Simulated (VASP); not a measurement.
# C (Fd-3m) in VASP: further runs, part 3 of 3

VASP 6.6.1. The steps go on from the part before.

## Step 6: Single point, PBE

This run uses another cell than the first one, of 5.81 Å³/atom.

INCAR reads:

```
ALGO     = Normal         # electronic algorithm
EDIFF    = 1E-7           # SCF threshold, eV
ENCUT    = 520            # plane-wave cutoff, eV
GGA      = PE             # functional
ISIF     = 2              # what is computed and relaxed
ISMEAR   = -1             # smearing method
LASPH    = True           # aspherical terms in the spheres
LCHARG   = False          # write CHGCAR
LREAL    = False          # projectors in reciprocal space
LWAVE    = False          # write WAVECAR
NBANDS   = 11             # bands
NELM     = 80             # most SCF steps
PREC     = Accurate       # precision mode
SIGMA    = 0.06122561905347299 # smearing width, eV
```

KPOINTS reads:

```
k-points
0
Gamma
  52 52 52
```

POSCAR reads:

```
C
1.0
    0.0000000000      1.7979008172      1.7979008172
    1.7979008172      0.0000000000      1.7979008172
    1.7979008172      1.7979008172      0.0000000000
C
2
Direct
    0.0000000000      0.0000000000      0.0000000000
    0.2500000000      0.2500000000      0.2500000000
```

Potentials or basis: VASP PAW PBE potentials, release 64 (C).

The run is started by

```sh
$ cat potpaw_PBE.64/C/POTCAR > POTCAR
$ mpirun -np 1 vasp_std > vasp.out
```

OUTCAR:

```text
EDIFF = 1E-7
   ENCUT = 520
   GGA = PE
   ISIF = 2
   ISMEAR = -1
   LASPH = True
   LREAL = False
   NELM = 80
   PREC = Accurate

 ion  position               nearest neighbor table
   1  0.000  0.000  0.000-   2 1.56   2 1.56   2 1.56   2 1.56
   2  0.250  0.250  0.250-   1 1.56   1 1.56   1 1.56   1 1.56

  LATTYP: Found a face centered cubic cell.
 ALAT       =     3.5958016344

  Lattice vectors:

 A1 = (   0.0000000000,   1.7979008172,   1.7979008172)
 A2 = (   1.7979008172,   0.0000000000,   1.7979008172)
 A3 = (   1.7979008172,   1.7979008172,   0.0000000000)

Analysis of symmetry for initial positions (statically):
=====================================================================
 Subroutine PRICEL returns:
 Original cell was already a primitive cell.

 Routine SETGRP: Setting up the symmetry group for a
 face centered cubic supercell.

 Subroutine GETGRP returns: Found 48 space group operations
 (whereof 24 operations were pure point group operations)
 out of a pool of 48 trial point group operations.

The static configuration has the point symmetry T_d .
 The point group associated with its full space group is O_h .

Analysis of symmetry for dynamics (positions and initial velocities):
=====================================================================
 Subroutine PRICEL returns:
 Original cell was already a primitive cell.

 Routine SETGRP: Setting up the symmetry group for a
 face centered cubic supercell.

 Subroutine GETGRP returns: Found 48 space group operations
 (whereof 24 operations were pure point group operations)
 out of a pool of 48 trial point group operations.

The dynamic configuration has the point symmetry T_d .
 The point group associated with its full space group is O_h .

 Subroutine INISYM returns: Found 48 space group operations
 (whereof 24 operations are pure point group operations),
 and found     1 'primitive' translations

[... 115 lines left out ...]
  volume/ion in A,a.u.               =       5.81        39.22
  Fermi-wavevector in a.u.,A,eV,Ry     =   1.445426  2.731458 28.426045  2.089255
  Thomas-Fermi vector in A             =   2.563609
   LORBIT       =      0    0 simple, 1 ext, 2 COOP (PROOUT), +10 PAW based schemes
   GGA     = PE    functional components
   LHFCALC =     F    Hartree Fock is set to
   AEXX    =    0.0000 exact exchange contribution
   IVDW    =     0    specifies the selected vdW correction
   LEPSILON=     F    determine dielectric tensor
   LRPA    =     F    only Hartree local field effects (RPA)
 non-spin polarized calculation
  energy-cutoff  :      520.00
  volume of cell :       11.62
 maximum number of plane-waves:       331
   NGX =  9   NGY =  9   NGZ =  9

 number of electron       8.0000000 magnetization

 Free energy of the ion-electron system (eV)
  ---------------------------------------------------
  ext. energy  EPLUGINS =         0.00000000
  ---------------------------------------------------
  free energy    TOTEN  =       -18.18076724 eV

  energy without entropy =      -18.18076724  energy(sigma->0) =      -18.18076724

 E-fermi :  10.5747     XC(G=0): -13.1290

 val. band max:        9.3808574545   @ k =   0.0000   0.0000   0.0000
 cond. band min:      13.4560290693   @ k =   0.3654   0.3654   0.0000
 fundamental gap:      4.0751716148
 Fermi energy:        10.5747177784

 k-point     1 :       0.0000    0.0000    0.0000
  band No.  band energies     occupation
      1     -11.7718      2.00000
      2       9.3809      2.00000
      3       9.3809      2.00000
      4       9.3809      2.00000
      5      14.9040      0.00000
      6      14.9040      0.00000
      7      14.9040      0.00000
      8      22.1594      0.00000
      9      28.3667      0.00000
     10      35.6502      0.00000
     11      35.6502      0.00000
[... 309 lines left out ...]
 k-point    24 :       0.4423    0.0000    0.0000
  band No.  band energies     occupation
      1      -6.7893      2.00000
      2      -2.9207      2.00000
      3       6.7007      2.00000
      4       6.7007      2.00000
      5      17.7266      0.00000
      6      17.7266      0.00000
      7      17.8759      0.00000
      8      24.7987      0.00000
      9      30.6790      0.00000
     10      33.3994      0.00000
     11      34.4377      0.00000

 [... further k-points ...]
[... 5 lines left out ...]
  --------------------------------------------------------------------------------------
  -------------------------------------------------------------------------------------
  Total       -0.5706863     -0.5706863     -0.5706863      0.0000000      0.0000000      0.0000000
  in kB      -78.6648680    -78.6648680    -78.6648680      0.0000000      0.0000000      0.0000000
  external PRESSURE =     -78.6648680 kB  Pullay stress =       0.0000000 kB

 VOLUME and BASIS-vectors are now :
 -----------------------------------------------------------------------------
  energy-cutoff  :      520.00
  volume of cell :       11.62
      direct lattice vectors                 reciprocal lattice vectors
     0.000000000  1.797900817  1.797900817    -0.278102104  0.278102104  0.278102104
     1.797900817  0.000000000  1.797900817     0.278102104 -0.278102104  0.278102104
     1.797900817  1.797900817  0.000000000     0.278102104  0.278102104 -0.278102104

 POSITION                                       TOTAL-FORCE (eV/Angst)
 -----------------------------------------------------------------------------------
      0.00000      0.00000      0.00000        -0.000000      0.000000     -0.000000
      0.89895      0.89895      0.89895         0.000000     -0.000000      0.000000
 -----------------------------------------------------------------------------------
    total drift:                                0.000000      0.000000      0.000000

  FREE ENERGIE OF THE ION-ELECTRON SYSTEM (eV)
  ---------------------------------------------------
  free  energy   TOTEN  =       -18.1807672431 eV

  energy  without entropy=      -18.1807672431  energy(sigma->0) =      -18.18076724
```

Run time: 6.2 min. Hardware: 1 thread of Oxide Virtual Turin-like, shared host; peak memory 0.4 GiB.

What came out:

```
Free energy            : -18.1808 eV
Pressure               : -7.9 GPa
Band gap on the k mesh : 4.08 eV (least direct gap 5.52 eV)
```

Caveat: the cell stands under tension. A k mesh can miss the band edges.

## Step 7: Summary

| cell | gap on the mesh (eV) | pressure (GPa) |
| --- | --- | --- |
| a = 2.559 Å, angles 60.0°, 2 atoms | 4.03 | -15.4 |
| a = 2.575 Å, angles 60.0°, 2 atoms | 3.99 | -22.3 |
| a = 2.509 Å, angles 60.0°, 2 atoms | 4.16 | 9.6 |
| a = 2.526 Å, angles 60.0°, 2 atoms | 4.12 | 0.5 |
| a = 2.543 Å, angles 60.0°, 2 atoms | 4.08 | -7.9 |

Alike in all rows: task single point; level PBE; potentials or basis VASP PAW PBE potentials, release 64 (C); no spin polarisation; k mesh 52 × 52 × 52; cutoff (eV) 520; smearing fermi-dirac 0.0612256 eV.

Caveats: the cell stands under tension (at least some runs); the cell stands under pressure (at least some runs).

Absolute energies hang on the potentials; compare differences alone.
